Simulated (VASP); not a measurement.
**TiCo2: relaxation of cell and atoms with LDA**

Crystal: TiCo2.

```
Ti Co
1.0
     0.00000    3.24374    3.24374
     3.24374    0.00000    3.24374
     3.24374    3.24374    0.00000
Ti Co
2 4
Direct
  0.50000 0.50000 0.50000
  0.75000 0.75000 0.75000
  0.12500 0.12500 0.12500
  0.62500 0.12500 0.12500
  0.12500 0.12500 0.62500
  0.12500 0.62500 0.12500
```

```json
{
  "Program": "VASP 6.6.1",
  "Task": "relaxation of cell and atoms",
  "Functional": "LDA",
  "Potentials or basis": "VASP PAW LDA potentials, release 64 (Ti_sv, Co)",
  "Cutoff": "600 eV",
  "k mesh": "10 × 10 × 10",
  "Occupations": "fermi-dirac, width 0.15 eV",
  "Spin": "no spin polarisation",
  "Dipole correction": "no",
  "Further INCAR settings": "ALGO = Fast; EDIFF = 1e-06; IBRION = 2; EDIFFG = -0.001; NSW = 80; ISIF = 3"
}
```

- Relaxed volume: 11.39 Å³/atom
- Relaxed cell: a = 4.589 Å, b = 4.589 Å, c = 4.589 Å, α = 60.00°, β = 60.00°, γ = 60.00°
- Space group after relaxing (to 0.1 Å): Fd-3m (No. 227)
- Energy gained by relaxing: 0.0 meV/atom
- Ionic steps: 6
- Pressure after relaxing: 0.0 GPa
- Band gap on the k mesh: zero (bands 30 and 31 overlap by 0.84 eV)

Step by step:
```tsv
step	energy change (eV)	largest force (eV/Å)	pressure (GPa)	volume (Å³)
1	0.0000	0.0000	0.27	68.26
2	0.0000	0.0000	-0.40	68.45
3	-0.0001	0.0000	-0.06	68.35
4	-0.0001	0.0000	0.03	68.34
5	-0.0001	0.0000	-0.03	68.34
6	-0.0001	0.0000	-0.01	68.34
```

Final structure:
```
Ti Co
1.0
     0.00000    3.24500    3.24500
     3.24500    0.00000    3.24500
     3.24500    3.24500    0.00000
Ti Co
2 4
Direct
  0.50000 0.50000 0.50000
  0.75000 0.75000 0.75000
  0.12500 0.12500 0.12500
  0.62500 0.12500 0.12500
  0.12500 0.12500 0.62500
  0.12500 0.62500 0.12500
```

Levels at points of the mesh, in eV from the Fermi level:
```
           k point  band 27  band 28  band 29  band 30  band 31  band 32  band 33  band 34
(0.00, 0.00, 0.00)    -0.67    -0.67    -0.59    -0.59    -0.59     0.89     0.89     0.89
(0.50, 0.00, 0.00)    -0.65    -0.39    -0.39     0.14     0.14     0.63     0.63     0.89
(0.50, 0.50, 0.00)    -0.60    -0.60    -0.56    -0.56     0.00     0.00     0.97     0.97
```

It took 8.4 min on 1 thread of Intel(R) Xeon(R) 6975P-C (Granite Rapids) (shared host), peak memory 0.29 GiB.

Caveat: the run has no spin polarisation, though such a crystal can be magnetic. Spin polarisation is off, so any magnetic state and its effect on volume and gap are missing.
